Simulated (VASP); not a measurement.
The system is MgC2.

```
Mg C
1.0
     3.08645    0.00000    0.00000
    -1.54322    2.67294    0.00000
     0.00000    0.00000    5.58527
Mg C
1 2
Direct
  0.00000 0.00000 0.50000
  0.00000 0.00000 0.16553
  0.00000 0.00000 0.83447
```

The cell was generated, and may not be a known phase.

- Program: VASP 6.6.1
- Task: relaxation of cell and atoms
- Functional: PBE
- Potentials or basis: VASP PAW PBE potentials, release 64 (Mg_sv, C)
- Cutoff: 840 eV
- k mesh: 6 × 6 × 4
- Occupations: gaussian, width 0.1 eV
- Spin: no spin polarisation

At the start: pressure -3.6 GPa; volume 15.36 Å³/atom.

Task: How do energy, volume and symmetry change on relaxing?

Result: Over 22 steps the energy falls by 1873.8 meV/atom and the volume is 26.86 Å³/atom (+74.9 %); space group P6/mmm (No. 191, to 0.1 Å) before and after.

The path:
| step | energy change (eV) | largest force (eV/Å) | pressure (GPa) | volume (Å³) |
| --- | --- | --- | --- | --- |
| 1 | 0.0000 | 8.2631 | -3.58 | 46.08 |
| 2 | -0.9566 | 31.6355 | 40.39 | 43.82 |
| 3 | -1.3179 | 8.2271 | -7.20 | 45.61 |
| 4 | -2.3829 | 8.0189 | -8.38 | 45.24 |
| 5 | -3.8898 | 1.6163 | 0.71 | 44.53 |
| 6 | -3.8863 | 1.6373 | 5.05 | 44.39 |
| 7 | -3.9078 | 0.2512 | 2.54 | 44.46 |
| 8 | -3.2231 | 18.5403 | 31.69 | 45.46 |
| 9 | -4.0337 | 3.5705 | 9.19 | 44.84 |
| 10 | -4.2729 | 2.7539 | 9.62 | 46.06 |
| 11 | -4.5649 | 0.4285 | 18.33 | 49.45 |
| 12 | -4.8059 | 3.9843 | 10.49 | 54.07 |
| 13 | -4.8184 | 6.9146 | 5.54 | 58.38 |
| 14 | -4.9952 | 6.2581 | 4.15 | 61.19 |
| 15 | -5.3889 | 4.3286 | 1.03 | 70.07 |
| 16 | -5.5178 | 0.4945 | -4.34 | 90.06 |
| 17 | -5.5883 | 2.2083 | -1.67 | 80.47 |
| 18 | -5.5938 | 1.9029 | -2.11 | 82.11 |
| 19 | -5.6209 | 0.0694 | 0.01 | 80.37 |
| 20 | -5.6209 | 0.0361 | 0.05 | 80.34 |
| 21 | -5.6211 | 0.0337 | 0.05 | 80.40 |
| 22 | -5.6214 | 0.0264 | 0.05 | 80.59 |

Final structure:
```cif
data_structure
_symmetry_space_group_name_H-M 'P 1'
_symmetry_Int_Tables_number 1
_cell_length_a 4.2131
_cell_length_b 4.2131
_cell_length_c 5.2423
_cell_angle_alpha 90.000
_cell_angle_beta 90.000
_cell_angle_gamma 120.000
_cell_volume 80.59
loop_
_atom_site_label
_atom_site_type_symbol
_atom_site_fract_x
_atom_site_fract_y
_atom_site_fract_z
_atom_site_occupancy
Mg1 Mg 0.00000 0.00000 0.50000 1
C1 C 0.00000 0.00000 0.11817 1
C2 C 0.00000 0.00000 0.88183 1
```

Caveat: the volume moved by over 15 % at a fixed basis, so the end points are rough.
